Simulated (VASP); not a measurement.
The system is Au.

```xyz
1
Lattice="-2.4360 1.7400 1.7400 1.7400 -2.4360 1.7400 1.7400 1.7400 -2.4360" Properties=species:S:1:pos:R:3 pbc="T T T"
Au    0.0000    0.0000    0.0000
```

This cell differs from its parent crystal: ratio of the length along [111] to the lengths across it x 0.5, volume and fractional coordinates fixed.

Base run:

* Program: VASP 6.6.1
* Functional: LDA
* Potentials or basis: VASP PAW LDA potentials, release 64 (Au)
* Cutoff: 520 eV
* k mesh: 22 × 22 × 22
* Occupations: gaussian, width 0.15 eV
* Spin: no spin polarisation

Its results: pressure 201.1 GPa.

The run is repeated on the same cell with these changes: potentials or basis from VASP PAW LDA potentials, release 64 (Au) to VASP PAW LDA potentials, release 64 (Au_sv_GW); cutoff from 520 eV to 500 eV; further incar settings from ALGO = Fast; EDIFF = 1e-07; NBANDS = 12 to ALGO = Normal; EDIFF = 1e-06; NBANDS = 16; valence electrons from 11 to 19. What comes out?

Pressure 272.6 GPa.
